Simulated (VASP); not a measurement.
# Li4C2F (P4/mmm) in VASP: notebook, part 2 of 2

VASP 6.6.1. Earlier steps stand in the parts before.

## (3) Relaxation of cell and atoms, PBE

This run uses another cell than the first one, of 10.32 Å³/atom, 1.007 times its volume.

Contents of INCAR:

```
SYSTEM = Li4C2F
PREC     = Accurate       ! precision mode
ENCUT    = 600            ! plane-wave cutoff, eV
EDIFF    = 1E-6           ! SCF threshold, eV
ISMEAR   = 0              ! smearing method
SIGMA    = 0.1            ! smearing width, eV
LREAL    = .False.        ! projectors in reciprocal space
LASPH    = .True.         ! aspherical terms in the spheres
NELM     = 100            ! most SCF steps
ALGO     = Normal         ! electronic algorithm
ISIF     = 3              ! what is computed and relaxed
LWAVE    = .False.        ! write WAVECAR
LCHARG   = .False.        ! write CHGCAR
GGA      = PE             ! functional
IBRION   = 2              ! ionic algorithm
NSW      = 100            ! ionic steps
EDIFFG   = -0.01          ! ionic threshold
```

Contents of KPOINTS:

```
regular mesh
0
Gamma
  14 14 4
  0 0 0
```

Contents of POSCAR:

```
Li4C2F
1.0
    2.7186885372      0.0000000000      0.0000000000
    0.0000000000      2.7186885372      0.0000000000
    0.0000000000      0.0000000000      9.7700297413
Li C F
4 2 1
Direct
    0.0000000000      0.0000000000      0.7130921649
    0.5000000000      0.5000000000      0.5000000000
    0.0000000000      0.0000000000      0.2869078351
    0.5000000000      0.5000000000      0.0000000000
    0.5000000000      0.5000000000      0.2051706367
    0.5000000000      0.5000000000      0.7948293633
    0.0000000000      0.0000000000      0.5000000000
```

Potentials or basis: VASP PAW PBE potentials, release 64 (Li_sv, C, F).

On the command line:

```
$ cat potpaw_PBE.64/Li_sv/POTCAR potpaw_PBE.64/C/POTCAR potpaw_PBE.64/F/POTCAR > POTCAR
$ mpirun -np 1 vasp_std > vasp.out
```

It used 470 s of CPU time on 1 thread of Intel(R) Xeon(R) Platinum 8488C (Sapphire Rapids), on a shared host.

It converged, with:

```
Free energy                            : -27.2348 eV
Relaxed volume                         : 10.21 Å³/atom
Relaxed cell                           : a = 2.682 Å, b = 2.682 Å, c = 9.931 Å, α = 90.00°, β = 90.00°, γ = 90.00°
Space group after relaxing (to 0.05 Å) : P4/mmm (No. 123)
Energy gained by relaxing              : 2.1 meV/atom
Ionic steps                            : 10
Pressure after relaxing                : -0.1 GPa
Largest force after relaxing           : 0.009 eV/Å
```

Forces in eV/Å, atoms in the order of the input:
```
Li   0.000  0.000  0.007
Li   0.000  0.000  0.000
Li   0.000  0.000 -0.007
Li   0.000  0.000  0.000
C    0.000  0.000 -0.009
C    0.000  0.000  0.009
F    0.000  0.000  0.000
```

Step by step:
| step | energy change (eV) | largest force (eV/Å) | pressure (GPa) | volume (Å³) |
| --- | --- | --- | --- | --- |
| 1 | 0.0000 | 0.1378 | -0.27 | 72.21 |
| 2 | -0.0043 | 0.1178 | -0.18 | 72.03 |
| 3 | -0.0126 | 0.0574 | 0.04 | 71.47 |
| 4 | -0.0063 | 0.1019 | 0.49 | 70.34 |
| 5 | -0.0141 | 0.0461 | 0.16 | 71.14 |
| 6 | -0.0141 | 0.0454 | 0.17 | 71.12 |
| 7 | -0.0144 | 0.0195 | 0.00 | 71.31 |
| 8 | -0.0144 | 0.0173 | 0.01 | 71.29 |
| 9 | -0.0145 | 0.0142 | 0.00 | 71.33 |
| 10 | -0.0146 | 0.0089 | -0.07 | 71.45 |

Final structure:
```yaml
crystal:
  lattice:
    - [2.68235, 0.00000, 0.00000]
    - [0.00000, 2.68235, 0.00000]
    - [0.00000, 0.00000, 9.93085]
  atoms:
    - { symbol: Li, position: [0.00000, 0.00000, 0.70947] }
    - { symbol: Li, position: [0.50000, 0.50000, 0.50000] }
    - { symbol: Li, position: [0.00000, 0.00000, 0.29053] }
    - { symbol: Li, position: [0.50000, 0.50000, 0.00000] }
    - { symbol: C, position: [0.50000, 0.50000, 0.20230] }
    - { symbol: C, position: [0.50000, 0.50000, 0.79770] }
    - { symbol: F, position: [0.00000, 0.00000, 0.50000] }
```

Levels at points of the mesh, in eV from the Fermi level:
```
           k point  band 12  band 13  band 14  band 15  band 16  band 17
(0.00, 0.00, 0.00)    -1.84     2.69     2.69     2.74     2.74     2.83
(0.50, 0.00, 0.00)    -2.81    -0.99    -0.63     3.39     3.71     3.74
(0.50, 0.50, 0.00)    -2.14    -2.05    -2.05     0.82     1.19     6.30
(0.00, 0.00, 0.50)    -2.23     2.69     2.69     2.74     2.74     3.73
(0.50, 0.00, 0.50)    -2.82    -0.86    -0.76     3.49     3.71     3.74
(0.50, 0.50, 0.50)    -2.18    -2.01    -2.01     0.86     1.15     6.18
```

Caveat: the cutoff is under 1.25 times the usual one of these potentials, so pressure, stress and relaxed cells hold a basis-set (Pulay) error; an odd number of electrons without spin polarisation forces a metal; a magnetic or distorted state may lie lower.

## (4) Single point, PBE

This run uses another cell than the first one, of 10.32 Å³/atom, 1.007 times its volume.

Contents of INCAR:

```
SYSTEM = Li4C2F
PREC = Accurate
ENCUT = 520
EDIFF = 1E-6
ISMEAR = 0
SIGMA = 0.1
LREAL = .False.
LASPH = .True.
NELM = 100
ALGO = Normal
ISIF = 2
LWAVE = .False.
LCHARG = .False.
GGA = PE
NBANDS = 22
```

Contents of KPOINTS:

```
regular mesh
0
Gamma
  6 6 2
  0 0 0
```

POSCAR is that of step 3.

On the command line:

```
$ cat potpaw_PBE.64/Li_sv/POTCAR potpaw_PBE.64/C/POTCAR potpaw_PBE.64/F/POTCAR > POTCAR
$ mpirun -np 1 vasp_std > vasp.out
```

It used 24 s of CPU time on 1 thread of Intel(R) Xeon(R) Platinum 8488C (Sapphire Rapids), on a shared host.

It converged, with:

* Free energy: -27.3643 eV
* Largest force: 0.017 eV/Å

Forces on the atoms (eV/Å):
```
Li   0.000  0.000 -0.004
Li   0.000  0.000  0.000
Li   0.000  0.000  0.004
Li   0.000  0.000  0.000
C    0.000  0.000  0.017
C    0.000  0.000 -0.017
F    0.000  0.000  0.000
```

Levels at points of the mesh, in eV from the Fermi level:
| k point | band 12 | band 13 | band 14 | band 15 | band 16 | band 17 |
| --- | --- | --- | --- | --- | --- | --- |
| (0.00, 0.00, 0.00) | -1.50 | 2.79 | 2.79 | 2.84 | 2.84 | 3.34 |
| (0.50, 0.00, 0.00) | -2.36 | -0.71 | -0.34 | 3.63 | 3.79 | 3.83 |
| (0.50, 0.50, 0.00) | -1.87 | -1.78 | -1.78 | 0.97 | 1.34 | 6.49 |
| (0.00, 0.00, 0.50) | -1.93 | 2.78 | 2.78 | 2.84 | 2.84 | 4.20 |
| (0.50, 0.00, 0.50) | -2.38 | -0.58 | -0.47 | 3.75 | 3.79 | 3.83 |
| (0.50, 0.50, 0.50) | -1.91 | -1.73 | -1.73 | 1.01 | 1.30 | 6.38 |

Caveat: the k points lie up to 0.39 Å⁻¹ apart; the cutoff is under 1.25 times the usual one of these potentials, so pressure, stress and relaxed cells hold a basis-set (Pulay) error; an odd number of electrons without spin polarisation forces a metal; a magnetic or distorted state may lie lower.

## (5) Relaxation of cell and atoms, PBE

This run uses another cell than the first one, of 11.78 Å³/atom, 1.149 times its volume.

Contents of INCAR:

```
PREC = Accurate ; ENCUT = 600
EDIFF = 1E-6 ; ISMEAR = 0
SIGMA = 0.1 ; LREAL = F
LASPH = T ; NELM = 100
ALGO = Normal ; ISIF = 3
LWAVE = F ; LCHARG = F
GGA = PE ; IBRION = 2
NSW = 90 ; EDIFFG = -0.04
```

Contents of KPOINTS:

```
regular mesh
0
Gamma
  6 6 2
```

Contents of POSCAR:

```
Li4C2F
1.0
    3.0773287100      0.0000000000      0.0000000000
    0.0000000000      3.0773287100      0.0000000000
    0.0000000000      0.0000000000      8.7040000000
Li C F
4 2 1
Direct
    0.0000000000      0.0000000000      0.7500000000
    0.5000000000      0.5000000000      0.5000000000
    0.0000000000      0.0000000000      0.2500000000
    0.5000000000      0.5000000000      0.0000000000
    0.5000000000      0.5000000000      0.2500000000
    0.5000000000      0.5000000000      0.7500000000
    0.0000000000      0.0000000000      0.5000000000
```

On the command line:

```
$ cat potpaw_PBE.64/Li_sv/POTCAR potpaw_PBE.64/C/POTCAR potpaw_PBE.64/F/POTCAR > POTCAR
$ mpirun -np 1 vasp_std > vasp.out
```

It used 200 s of CPU time on 1 thread of Intel(R) Xeon(R) Platinum 8488C (Sapphire Rapids), with other jobs on the host.

The run converged. Its results:

* Free energy: -27.3910 eV
* Relaxed volume: 10.25 Å³/atom
* Relaxed cell: a = 2.718 Å, b = 2.718 Å, c = 9.714 Å, α = 90.00°, β = 90.00°, γ = 90.00°
* Space group after relaxing (to 0.05 Å): P4/mmm (No. 123)
* Energy gained by relaxing: 193.4 meV/atom
* Ionic steps: 10
* Pressure after relaxing: 0.1 GPa
* Largest force after relaxing: 0.032 eV/Å

Forces in eV/Å, atoms in the order of the input:
```
Li   0.000  0.000  0.032
Li   0.000  0.000  0.000
Li   0.000  0.000 -0.032
Li   0.000  0.000  0.000
C    0.000  0.000 -0.031
C    0.000  0.000  0.031
F    0.000  0.000  0.000
```

Step by step:
```csv
step,energy change (eV),largest force (eV/Å),pressure (GPa),volume (Å³)
1,0.0000,1.2657,-4.38,82.43
2,-0.3527,1.0345,-2.89,78.63
3,-0.9136,0.7116,4.14,68.59
4,-0.9329,0.6353,7.44,65.58
5,-1.2069,0.2973,4.85,67.28
6,-1.2826,0.5990,1.58,69.50
7,-1.3027,0.4695,2.52,68.86
8,-1.3508,0.0383,0.79,70.88
9,-1.3512,0.0836,0.64,71.09
10,-1.3535,0.0322,0.08,71.76
```

Final structure:
```yaml
crystal:
  lattice:
    - [2.71797, 0.00000, 0.00000]
    - [0.00000, 2.71797, 0.00000]
    - [0.00000, 0.00000, 9.71376]
  atoms:
    - { symbol: Li, position: [0.00000, 0.00000, 0.71089] }
    - { symbol: Li, position: [0.50000, 0.50000, 0.50000] }
    - { symbol: Li, position: [0.00000, 0.00000, 0.28911] }
    - { symbol: Li, position: [0.50000, 0.50000, 0.00000] }
    - { symbol: C, position: [0.50000, 0.50000, 0.20711] }
    - { symbol: C, position: [0.50000, 0.50000, 0.79289] }
    - { symbol: F, position: [0.00000, 0.00000, 0.50000] }
```

Levels at points of the mesh, in eV from the Fermi level:
```tsv
k point	band 12	band 13	band 14	band 15	band 16	band 17
(0.00, 0.00, 0.00)	-1.49	2.80	2.80	2.84	2.84	3.40
(0.50, 0.00, 0.00)	-2.36	-0.71	-0.33	3.60	3.79	3.83
(0.50, 0.50, 0.00)	-1.86	-1.78	-1.78	0.97	1.34	6.48
(0.00, 0.00, 0.50)	-1.93	2.79	2.79	2.85	2.85	4.21
(0.50, 0.00, 0.50)	-2.38	-0.59	-0.46	3.72	3.80	3.83
(0.50, 0.50, 0.50)	-1.91	-1.73	-1.73	1.01	1.29	6.37
```

Caveat: the k points lie up to 0.39 Å⁻¹ apart in the final cell; the cutoff is under 1.25 times the usual one of these potentials, so pressure, stress and relaxed cells hold a basis-set (Pulay) error; an odd number of electrons without spin polarisation forces a metal; a magnetic or distorted state may lie lower.

## (6) Overview

| task | cell | k mesh | cutoff (eV) | gap on the mesh (eV) | pressure (GPa) | relaxed volume (Å³/atom) | largest force (eV/Å) |
| --- | --- | --- | --- | --- | --- | --- | --- |
| single point | a = 2.685, b = 2.685, c = 9.952 Å, 7 atoms | 14 × 14 × 4 | 520 | none | - | - | 0.01 |
| relaxation of cell and atoms | relaxed from a = 2.719, b = 2.719, c = 9.770 Å, 7 atoms | 14 × 14 × 4 | 600 | none | -0.1 | 10.21 | 0.01 |
| single point | a = 2.719, b = 2.719, c = 9.770 Å, 7 atoms | 6 × 6 × 2 | 520 | none | - | - | 0.02 |
| relaxation of cell and atoms | relaxed from a = 3.077, b = 3.077, c = 8.704 Å, 7 atoms | 6 × 6 × 2 | 600 | none | 0.1 | 10.25 | 0.03 |

Alike in all rows: level PBE; potentials or basis VASP PAW PBE potentials, release 64 (Li_sv, C, F); no spin polarisation; smearing gaussian 0.1 eV.

Caveats: some runs use coarse meshes; the cutoff is under 1.25 times the usual one of these potentials, so pressure, stress and relaxed cells hold a basis-set (Pulay) error; an odd number of electrons without spin polarisation forces a metal; a magnetic or distorted state may lie lower.

Absolute energies hang on the potentials; compare differences alone.
